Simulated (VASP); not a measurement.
Write the native input for VASP 6.6.1 that does the following.

```yaml
Task: single point
Functional: PBE
Potentials_or_basis: VASP PAW PBE potentials, release 64 (In_d, B)
Cutoff: 520 eV
k_mesh: 4 × 4 × 4
Occupations: gaussian, width 0.1 eV
Spin: no spin polarisation
Dipole_correction: no
Further_INCAR_settings: ALGO = Normal; EDIFF = 1e-06; NBANDS = 29
```

The structure of In3B lies in POSCAR:

```
In3B
1.0
    3.9667532468      0.0000000000      0.0000000000
    0.0000000000      3.9667532468      0.0000000000
    0.0000000000      0.0000000000      3.9667532468
In B
3 1
Direct
    0.0000000000      0.5000000000      0.5000000000
    0.5000000000      0.0000000000      0.5000000000
    0.5000000000      0.5000000000      0.0000000000
    0.0000000000      0.0000000000      0.0000000000
```

These files were run (other wordings do the same):

INCAR

```
SYSTEM = In3B
PREC = Accurate ; ENCUT = 520
EDIFF = 1E-6 ; ISMEAR = 0
SIGMA = 0.1 ; LREAL = .False.
LASPH = .True. ; NELM = 100
ALGO = Normal ; ISIF = 2
LWAVE = .False. ; LCHARG = .False.
GGA = PE ; NBANDS = 29
```

KPOINTS

```
Automatic mesh
0
Gamma
  4 4 4
  0 0 0
```

Potentials or basis: VASP PAW PBE potentials, release 64 (In_d, B).

Run with:

```console
$ cat potpaw_PBE.64/In_d/POTCAR potpaw_PBE.64/B/POTCAR > POTCAR
$ mpirun -np 1 vasp_std > vasp.out
```

It gave:

The pressure is 38.2 GPa and the band gap on the k mesh is zero (band 21 reaches 13.08 eV, above the bottom of band 22 at 7.72 eV).

Caveat: the k points lie up to 0.40 Å⁻¹ apart; spin-orbit coupling is left out, which moves the levels of the heavy elements.

Wall time 14 s on 1 thread of Intel(R) Xeon(R) Platinum 8488C (Sapphire Rapids), with other jobs on the host, peak memory 0.17 GiB.
